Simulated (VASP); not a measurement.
# CuO (P6_3/mmc) in VASP: a series of runs, part 2 of 2

VASP 6.6.1.

## 3. Single point, PBEsol+U, collinear spin, zero start

Input file INCAR:

```
PREC = Accurate
ENCUT = 520
EDIFF = 1E-7
ISMEAR = 0
SIGMA = 0.05
LREAL = F
LASPH = T
NELM = 150
ALGO = Normal
ISIF = 2
LWAVE = F
LCHARG = T
ISPIN = 2
MAGMOM = 0 0 0 0
LORBIT = 11
NUPDOWN = 0.0
LMAXMIX = 4
LDAU = T
LDAUTYPE = 2
LDAUL = 2 -1
LDAUU = 2 0
LDAUJ = 0 0
LDAUPRINT = 1
GGA = PS
LELF = T
LVHAR = T
NBANDS = 29
```

Input file KPOINTS:

```
regular mesh
0
Gamma
  7 7 4
```

Input file POSCAR:

```
CuO
1.0
    3.1795331000      0.0000000000      0.0000000000
   -1.5897665500      2.7535564400      0.0000000000
    0.0000000000      0.0000000000      4.4314907300
Cu O
2 2
Direct
    0.0000000000      0.0000000000      0.0000000000
    0.0000000000      0.0000000000      0.5000000000
    0.3333333333      0.6666666667      0.2500000000
    0.6666666667      0.3333333333      0.7500000000
```

Potentials or basis: VASP PAW PBE potentials, release 64 (Cu, O).

Run with:

```
> cat potpaw_PBE.64/Cu/POTCAR potpaw_PBE.64/O/POTCAR > POTCAR
> mpirun -np 1 vasp_std > vasp.out
```

OUTCAR:

```text
PREC = Accurate
   ENCUT = 520
   EDIFF = 1E-7
   ISMEAR = 0
   LREAL = F
   LASPH = T
   NELM = 150
   ISIF = 2
   ISPIN = 2
   LORBIT = 11
   NUPDOWN = 0.0
   GGA = PS

 ion  position               nearest neighbor table
   1  0.000  0.000  0.000-   3 2.14   4 2.14   4 2.14   3 2.14   4 2.14   3 2.14   2 2.22   2 2.22

   2  0.000  0.000  0.500-   3 2.14   4 2.14   4 2.14   3 2.14   4 2.14   3 2.14   1 2.22   1 2.22

   3  0.333  0.667  0.250-   1 2.14   2 2.14   1 2.14   2 2.14   1 2.14   2 2.14
   4  0.667  0.333  0.750-   1 2.14   2 2.14   1 2.14   2 2.14   1 2.14   2 2.14

  LATTYP: Found a hexagonal cell.
 ALAT       =     3.1795331000
 C/A-ratio  =     1.3937551806

  Lattice vectors:

 A1 = (   3.1795331000,   0.0000000000,   0.0000000000)
 A2 = (  -1.5897665500,   2.7535564400,   0.0000000000)
 A3 = (   0.0000000000,   0.0000000000,   4.4314907300)

Analysis of symmetry for initial positions (statically):
=====================================================================
 Subroutine PRICEL returns:
 Original cell was already a primitive cell.

 Routine SETGRP: Setting up the symmetry group for a
 hexagonal supercell.

 Subroutine GETGRP returns: Found 24 space group operations
 (whereof 12 operations were pure point group operations)
 out of a pool of 24 trial point group operations.

The static configuration has the point symmetry D_3d.
 The point group associated with its full space group is D_6h.

Analysis of symmetry for dynamics (positions and initial velocities):
=====================================================================
 Subroutine PRICEL returns:
 Original cell was already a primitive cell.

 Routine SETGRP: Setting up the symmetry group for a
 hexagonal supercell.

 Subroutine GETGRP returns: Found 24 space group operations
 (whereof 12 operations were pure point group operations)
 out of a pool of 24 trial point group operations.

The dynamic configuration has the point symmetry D_3d.
 The point group associated with its full space group is D_6h.

Analysis of structural, dynamic, and magnetic symmetry:
=====================================================================
 Subroutine PRICEL returns:
 Original cell was already a primitive cell.

 Routine SETGRP: Setting up the symmetry group for a
 hexagonal supercell.

 Subroutine GETGRP returns: Found 24 space group operations
 (whereof 12 operations were pure point group operations)
 out of a pool of 24 trial point group operations.

The overall configuration has the point symmetry D_3d.
 The point group associated with its full space group is D_6h.

 Subroutine INISYM returns: Found 24 space group operations
 (whereof 12 operations are pure point group operations),
 and found     1 'primitive' translations

[... 182 lines left out ...]
 -0.0000  0.9171 -0.0000 -0.0000 -0.0419
  0.0000 -0.0000  0.9474 -0.0000  0.0000
 -0.0419 -0.0000 -0.0000  0.9171  0.0000
  0.0000 -0.0419  0.0000  0.0000  0.9202

spin component  2

  0.9202 -0.0000  0.0000 -0.0419  0.0000
 -0.0000  0.9171 -0.0000 -0.0000 -0.0419
  0.0000 -0.0000  0.9474 -0.0000  0.0000
 -0.0419 -0.0000 -0.0000  0.9171  0.0000
  0.0000 -0.0419  0.0000  0.0000  0.9202

 occupancies and eigenvectors

  o =  0.8768  v =  0.6939  0.0000 -0.0000  0.7200 -0.0000  0.0000  0.0000  0.0000  0.0000  0.0000      0.0000  0.0000  0.0000  0.0000  0.0000  0.0000  0.0000  0.0000  0.0000  0.0000
  o =  0.8768  v =  0.0000 -0.7200  0.0000 -0.0000 -0.6939  0.0000  0.0000  0.0000  0.0000  0.0000      0.0000  0.0000  0.0000  0.0000  0.0000  0.0000  0.0000  0.0000  0.0000  0.0000
  o =  0.8768  v =  0.0000  0.0000  0.0000  0.0000  0.0000  0.6939  0.0000 -0.0000  0.7200 -0.0000      0.0000  0.0000  0.0000  0.0000  0.0000  0.0000  0.0000  0.0000  0.0000  0.0000
  o =  0.8768  v =  0.0000  0.0000  0.0000  0.0000  0.0000  0.0000 -0.7200  0.0000 -0.0000 -0.6939      0.0000  0.0000  0.0000  0.0000  0.0000  0.0000  0.0000  0.0000  0.0000  0.0000
  o =  0.9474  v =  0.0000  0.0000  0.0000  0.0000  0.0000  0.0000  0.0000  1.0000  0.0000 -0.0000      0.0000  0.0000  0.0000  0.0000  0.0000  0.0000  0.0000  0.0000  0.0000  0.0000
  o =  0.9474  v =  0.0000  0.0000  1.0000  0.0000 -0.0000  0.0000  0.0000  0.0000  0.0000  0.0000      0.0000  0.0000  0.0000  0.0000  0.0000  0.0000  0.0000  0.0000  0.0000  0.0000
  o =  0.9606  v =  0.0000  0.0000  0.0000  0.0000  0.0000 -0.7200  0.0000 -0.0000  0.6939 -0.0000      0.0000  0.0000  0.0000  0.0000  0.0000  0.0000  0.0000  0.0000  0.0000  0.0000
  o =  0.9606  v =  0.0000  0.0000  0.0000  0.0000  0.0000  0.0000 -0.6939  0.0000  0.0000  0.7200      0.0000  0.0000  0.0000  0.0000  0.0000  0.0000  0.0000  0.0000  0.0000  0.0000
  o =  0.9606  v = -0.7200  0.0000 -0.0000  0.6939 -0.0000  0.0000  0.0000  0.0000  0.0000  0.0000      0.0000  0.0000  0.0000  0.0000  0.0000  0.0000  0.0000  0.0000  0.0000  0.0000
  o =  0.9606  v =  0.0000 -0.6939  0.0000  0.0000  0.7200  0.0000  0.0000  0.0000  0.0000  0.0000      0.0000  0.0000  0.0000  0.0000  0.0000  0.0000  0.0000  0.0000  0.0000  0.0000

 number of electron      34.0000021 magnetization       0.0000000

 Free energy of the ion-electron system (eV)
  ---------------------------------------------------
  ext. energy  EPLUGINS =         0.00000000
  ---------------------------------------------------
  free energy    TOTEN  =       -18.54071521 eV

  energy without entropy =      -18.53301221  energy(sigma->0) =      -18.53686371

 E-fermi :   5.2839     XC(G=0): -12.4669

 val. band max:        5.2756362312   @ k =   0.2857   0.1429   0.5000
 cond. band min:       5.2909454198   @ k =   0.2857   0.1429   0.0000
 fundamental gap:      0.0153091886
 Fermi energy:         5.2839269475

 spin component 1

 k-point     1 :       0.0000    0.0000    0.0000
  band No.  band energies     occupation
      1     -13.6894      1.00000
      2     -12.0987      1.00000
      3      -1.1843      1.00000
      4      -0.0950      1.00000
      5      -0.0950      1.00000
      6       0.7414      1.00000
[... 757 lines left out ...]
     28      25.0308      0.00000
     29      27.6117      0.00000
 Fermi energy:         5.2839209734

 spin component 2

 k-point     1 :       0.0000    0.0000    0.0000
  band No.  band energies     occupation
      1     -13.6894      1.00000
      2     -12.0987      1.00000
      3      -1.1843      1.00000
      4      -0.0950      1.00000
      5      -0.0950      1.00000
      6       0.7414      1.00000
[... 757 lines left out ...]
     28      25.0308      0.00000
     29      27.6117      0.00000

------------------------ aborting loop because EDIFF is reached ----------------------------------------

  FORCE on cell =-STRESS in cart. coord.  units (eV):
  Direction    XX          YY          ZZ          XY          YZ          ZX
  --------------------------------------------------------------------------------------
  -------------------------------------------------------------------------------------
  Total       -4.6699184     -4.6699184      6.1293108      0.0000000      0.0000000      0.0000000
  in kB     -192.8469166   -192.8469170    253.1133493      0.0000000      0.0000000      0.0000000
  external PRESSURE =     -44.1934948 kB  Pullay stress =       0.0000000 kB

 VOLUME and BASIS-vectors are now :
 -----------------------------------------------------------------------------
  energy-cutoff  :      520.00
  volume of cell :       38.80
      direct lattice vectors                 reciprocal lattice vectors
     3.179533100  0.000000000  0.000000000     0.314511587  0.181583349  0.000000000
    -1.589766550  2.753556440  0.000000000     0.000000000  0.363166698  0.000000000
     0.000000000  0.000000000  4.431490730     0.000000000  0.000000000  0.225657699

 POSITION                                       TOTAL-FORCE (eV/Angst)
 -----------------------------------------------------------------------------------
      0.00000      0.00000      0.00000         0.000000      0.000000      0.000000
      0.00000      0.00000      2.21575         0.000000      0.000000      0.000000
     -0.00000      1.83570      1.10787        -0.000000     -0.000000     -0.000000
      1.58977      0.91785      3.32362         0.000000      0.000000      0.000000
 -----------------------------------------------------------------------------------
    total drift:                               -0.000000      0.000000      0.000000

  FREE ENERGIE OF THE ION-ELECTRON SYSTEM (eV)
  ---------------------------------------------------
  free  energy   TOTEN  =       -18.5407152066 eV

  energy  without entropy=      -18.5330122079  energy(sigma->0) =      -18.53686371

 total charge

# of ion       s       p       d       tot
------------------------------------------
    1        0.344   0.369   9.223   9.936
    2        0.344   0.369   9.223   9.936
    3        1.578   3.280   0.000   4.859
    4        1.578   3.280   0.000   4.859
--------------------------------------------------
tot          3.845   7.298  18.446  29.589

 magnetization (x)

# of ion       s       p       d       tot
------------------------------------------
    1       -0.000  -0.000  -0.000  -0.000
    2       -0.000  -0.000  -0.000  -0.000
    3       -0.000   0.000   0.000   0.000
    4       -0.000   0.000   0.000   0.000
--------------------------------------------------
tot         -0.000   0.000  -0.000  -0.000
```

OSZICAR:

```text
N       E                     dE             d eps       ncg     rms          rms(c)
DAV:   1     0.293919629840E+03    0.29392E+03   -0.16136E+04  3164   0.190E+03
DAV:   2     0.132036700350E+02   -0.28072E+03   -0.25481E+03  2819   0.379E+02
DAV:   3    -0.219045507108E+02   -0.35108E+02   -0.32839E+02  3113   0.136E+02
DAV:   4    -0.229912494822E+02   -0.10867E+01   -0.10784E+01  3291   0.268E+01
DAV:   5    -0.230078927157E+02   -0.16643E-01   -0.16642E-01  3250   0.317E+00    0.146E+01
DAV:   6    -0.217348499209E+02    0.12730E+01   -0.19922E+01  3972   0.121E+02    0.128E+01
DAV:   7    -0.185208380060E+02    0.32140E+01   -0.64588E+00  3495   0.876E+01    0.211E+00
DAV:   8    -0.185755580721E+02   -0.54720E-01   -0.79745E-01  3144   0.587E+00    0.148E+00
DAV:   9    -0.185413239074E+02    0.34234E-01   -0.26932E-02  4632   0.367E+00    0.337E-01
DAV:  10    -0.185407823470E+02    0.54156E-03   -0.57414E-03  3817   0.717E-01    0.177E-01
DAV:  11    -0.185407246976E+02    0.57649E-04   -0.15776E-03  3941   0.342E-01    0.454E-02
DAV:  12    -0.185407134607E+02    0.11237E-04   -0.87830E-05  3580   0.941E-02    0.116E-02
DAV:  13    -0.185407149778E+02   -0.15171E-05   -0.57161E-06  3842   0.352E-02    0.442E-03
DAV:  14    -0.185407152269E+02   -0.24914E-06   -0.31904E-07  3169   0.631E-03    0.283E-03
DAV:  15    -0.185407152066E+02    0.20342E-07   -0.35054E-08  1841   0.635E-03
   1 F= -.18540715E+02 E0= -.18536864E+02  d E =-.770300E-02  mag=    -0.0000
```

It took 61 s on 1 thread of Intel Xeon 8259CL, shared host; peak memory 0.19 GiB.

Results:

| Item | Value |
| --- | --- |
| Free energy | -18.5407 eV |
| Pressure | -4.4 GPa |
| Net moment | 0.00 μB per cell |
| Valence electrons inside the program's atomic spheres | Cu 9.94; O 4.86 |

Eigenvalues of the final occupation matrices:
```
    site  spin  trace               eigenvalues
site 1 d     1   4.62  0.88 0.88 0.95 0.96 0.96
site 1 d     2   4.62  0.88 0.88 0.95 0.96 0.96
site 2 d     1   4.62  0.88 0.88 0.95 0.96 0.96
site 2 d     2   4.62  0.88 0.88 0.95 0.96 0.96
```

Caveat: the cell stands under tension; the PAW data sets were made with another functional, which shifts forces and pressure a little; the total moment is fixed, so each spin has its own Fermi level.
